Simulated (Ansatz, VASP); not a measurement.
**MgI2 in VASP and in Ansatz**

```xyz
3
Lattice="4.0976 0.0000 0.0000 -2.0488 3.5486 0.0000 0.0000 0.0000 6.7693" Properties=species:S:1:pos:R:3 pbc="T T T"
Mg    0.0000    0.0000    0.0000
I     0.0000    2.3657    5.1286
I     2.0488    1.1829    1.6407
```

Change from the starting cell: volume scaled by 0.96.

Alike in both runs: task single point; functional PBEsol; k mesh 7 × 7 × 4; occupations fermi-dirac, width 0.03 eV; no spin polarisation.

|  | VASP | Ansatz |
| --- | --- | --- |
| version | VASP 6.6.1 | Ansatz 0.2.0 |
| potentials or method | VASP PAW PBE potentials, release 64 (Mg, I), cutoff 520 eV | all-electron LAPW, scalar-relativistic |

|  | VASP | Ansatz | Ansatz less VASP |
| --- | --- | --- | --- |
| gap on the k mesh at the Fermi level (eV) | 3.48 | 3.50 | +0.016 |
| pressure (GPa) | 1.1 | 1.1 | +0.02 |
| traceless stress, the component that is largest in VASP (GPa) | 0.23 | 0.23 | -0.004 |
| rms of the force components (eV/Å) | 0.080 | 0.080 | +0.0007 |

VASP's potentials were made for PBE, not for PBEsol. Atom by atom the forces differ by 0.001 eV/Å (rms over components). Ansatz ran all-electron here, and VASP with PAW potentials.

Spin-orbit coupling is off throughout.
